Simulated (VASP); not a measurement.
# NiO (Fm-3m) in VASP: notebook, part 2 of 2

VASP 6.6.1. The steps go on from the part before.

**3. Relaxation of cell and atoms, revPBE+D4, collinear spin, ferromagnetic start**

This run uses another cell than the first one, of 9.08 Å³/atom.

File INCAR:

```
ALGO     = Normal         # electronic algorithm
EDIFF    = 1E-7           # SCF threshold, eV
EDIFFG   = -0.005         # ionic threshold
ENCUT    = 600            # plane-wave cutoff, eV
GGA      = RE             # functional
IBRION   = 2              # ionic algorithm
ISIF     = 3              # what is computed and relaxed
ISMEAR   = -1             # smearing method
ISPIN    = 2              # spin polarisation
IVDW     = 13             # dispersion correction
LASPH    = T              # aspherical terms in the spheres
LCHARG   = F              # write CHGCAR
LMAXMIX  = 4              # l up to which the mixer works
LORBIT   = 11             # projections on sites
LREAL    = F              # projectors in reciprocal space
LWAVE    = F              # write WAVECAR
MAGMOM   = 1 0            # initial moments
NELM     = 150            # most SCF steps
NSW      = 80             # ionic steps
PREC     = Accurate       # precision mode
SIGMA    = 0.05           # smearing width, eV
```

File KPOINTS:

```
k-points
0
Gamma
  11 11 11
```

File POSCAR:

```
NiO
1.0
    0.0000000000      2.0859016414      2.0859016414
    2.0859016414      0.0000000000      2.0859016414
    2.0859016414      2.0859016414      0.0000000000
Ni O
1 1
Direct
    0.0000000000      0.0000000000      0.0000000000
    0.5000000000      0.5000000000      0.5000000000
```

Potentials or basis: VASP PAW PBE potentials, release 64 (Ni, O).

Started as:

```console
$ cat potpaw_PBE.64/Ni/POTCAR potpaw_PBE.64/O/POTCAR > POTCAR
$ mpirun -np 1 vasp_std > vasp.out
```

OUTCAR:

```text
EDIFF = 1E-7
   EDIFFG = -0.005
   ENCUT = 600
   GGA = RE
   IBRION = 2
   ISIF = 3
   ISMEAR = -1
   ISPIN = 2
   IVDW = 13
   LASPH = T
   LORBIT = 11
   LREAL = F
   NELM = 150
   NSW = 80
   PREC = Accurate

 ion  position               nearest neighbor table
   1  0.000  0.000  0.000-   2 2.09   2 2.09   2 2.09   2 2.09   2 2.09   2 2.09
   2  0.500  0.500  0.500-   1 2.09   1 2.09   1 2.09   1 2.09   1 2.09   1 2.09

  LATTYP: Found a face centered cubic cell.
 ALAT       =     4.1718032828

  Lattice vectors:

 A1 = (   0.0000000000,   2.0859016414,   2.0859016414)
 A2 = (   2.0859016414,   0.0000000000,   2.0859016414)
 A3 = (   2.0859016414,   2.0859016414,   0.0000000000)

Analysis of symmetry for initial positions (statically):
=====================================================================
 Subroutine PRICEL returns:
 Original cell was already a primitive cell.

 Routine SETGRP: Setting up the symmetry group for a
 face centered cubic supercell.

 Subroutine GETGRP returns: Found 48 space group operations
 (whereof 48 operations were pure point group operations)
 out of a pool of 48 trial point group operations.

The static configuration has the point symmetry O_h .

Analysis of symmetry for dynamics (positions and initial velocities):
=====================================================================
 Subroutine PRICEL returns:
 Original cell was already a primitive cell.

 Routine SETGRP: Setting up the symmetry group for a
 face centered cubic supercell.

 Subroutine GETGRP returns: Found 48 space group operations
[... 258 lines left out ...]
 cond. band min:       7.9308420312   @ k =  -0.2727   0.2727   0.0000
 fundamental gap:      0.0121185850
 Fermi energy:         7.9205655486

 spin component 1

 k-point     1 :       0.0000    0.0000    0.0000
  band No.  band energies     occupation
      1     -12.4277      1.00000
      2       4.7239      1.00000
      3       4.7240      1.00000
      4       4.9738      1.00000
      5       4.9738      1.00000
      6       4.9738      1.00000
      7       5.2388      1.00000
      8       5.2389      1.00000
      9       5.2389      1.00000
     10       9.4581      0.00000
     11      25.8079      0.00000
     12      26.8274      0.00000
     13      26.8275      0.00000
[... 356 lines left out ...]
      2       1.3703      1.00000
      3       2.4457      1.00000
      4       3.1468      1.00000
      5       5.3181      1.00000
      6       5.5612      1.00000
      7       6.2571      1.00000
      8       6.3029      1.00000
      9       7.7641      0.95811
     10      13.1734      0.00000
     11      20.1315      0.00000
     12      21.1069      0.00000
     13      24.2975      0.00000

 [... further k-points ...]

 spin component 2

 k-point     1 :       0.0000    0.0000    0.0000
  band No.  band energies     occupation
      1     -11.9762      1.00000
      2       5.5027      1.00000
      3       5.5027      1.00000
      4       5.5028      1.00000
      5       6.0690      1.00000
      6       6.0691      1.00000
      7       6.0693      1.00000
      8       7.4049      0.99997
      9       7.4054      0.99997
     10       9.8098      0.00000
     11      25.7165      0.00000
     12      27.0249      0.00000
     13      27.0250      0.00000
[... 401 lines left out ...]
  FREE ENERGIE OF THE ION-ELECTRON SYSTEM (eV)
  ---------------------------------------------------
  free  energy   TOTEN  =       -11.9267766452 eV

  energy  without entropy=      -11.9180311666  energy(sigma->0) =      -11.92240391

 reached required accuracy - stopping structural energy minimisation

 total charge

# of ion       s       p       d       tot
------------------------------------------
    1        0.328   0.399   8.231   8.958
    2        1.556   3.434   0.000   4.990
--------------------------------------------------
tot          1.884   3.832   8.231  13.948

 magnetization (x)

# of ion       s       p       d       tot
------------------------------------------
    1        0.011   0.014   1.452   1.477
    2        0.028   0.247   0.000   0.275
--------------------------------------------------
tot          0.039   0.261   1.452   1.752
```

It took 67 s on 1 thread of Intel Xeon Platinum 8488C (Sapphire Rapids), shared host; peak memory 0.17 GiB.

What came out:

```yaml
Free_energy: -11.9268 eV
Relaxed_volume: 9.16 Å³/atom
Relaxed_cell: a = 2.959 Å, b = 2.959 Å, c = 2.959 Å, α = 60.00°, β = 60.00°, γ = 60.00°
Space_group_after_relaxing_to_0.1_Å: Fm-3m (No. 225)
Energy_gained_by_relaxing: 0.5 meV/atom
Ionic_steps: 3
Pressure_after_relaxing: 0.0 GPa
Net_moment: 1.80 μB per cell
Site_moments: Ni +1.48; O +0.28 μB
Valence_electrons_inside_the_program's_atomic_spheres: Ni 8.96; O 4.99
Dispersion_energy_per_atom: -0.597 eV
```

The path:
```
step  energy change (eV)  largest force (eV/Å)  pressure (GPa)  volume (Å³)
   1              0.0000                0.0000            1.75        18.15
   2             -0.0007                0.0000           -0.81        18.41
   3             -0.0009                0.0000            0.02        18.33
```

Final structure:
```
Ni O
1.0
     0.00000    2.09260    2.09260
     2.09260    0.00000    2.09260
     2.09260    2.09260    0.00000
Ni O
1 1
Direct
  0.00000 0.00000 0.00000
  0.50000 0.50000 0.50000
```

Levels at points of the mesh, in eV from the Fermi level:
Spin up:
```csv
k point,band 7,band 8,band 9,band 10,band 11,band 12
"(0.00, 0.00, 0.00)",-2.68,-2.68,-2.68,1.54,17.89,18.91
```
Spin down:
```csv
k point,band 3,band 4,band 5,band 6,band 7,band 8,band 9,band 10,band 11,band 12
"(0.00, 0.00, 0.00)",-2.42,-2.42,-1.85,-1.85,-1.85,-0.52,-0.52,1.89,17.80,19.10
```

Caveat: the PAW data sets were made with another functional, which shifts forces and pressure a little; a cell with one magnetic atom can't hold antiferromagnetic order, which such compounds often take; semilocal functionals often make such compounds metallic where correlation or magnetic order opens a gap, which also shifts bond lengths. Zero-point motion and thermal expansion aren't in these numbers.

**4. Against experiment**

Step 2. A measured gap of NiO is 4.3 eV (quoted in “Local correlations, non-local screening, multiplets, and band formation in NiO”, 2012, arxiv:1210.6675); the calculated 0.00 eV misses it by -4.30 eV. So large a miss can be the level of theory's own, or it may mean another phase, state or a wrong row. The value is that of revPBE+D4 on a finite k mesh, which can miss the band edges, without temperature or zero-point motion. Semilocal functionals fall short of measured gaps as a rule. The run's magnetic order (collinear spin, ferromagnetic start) needn't be the measured crystal's.
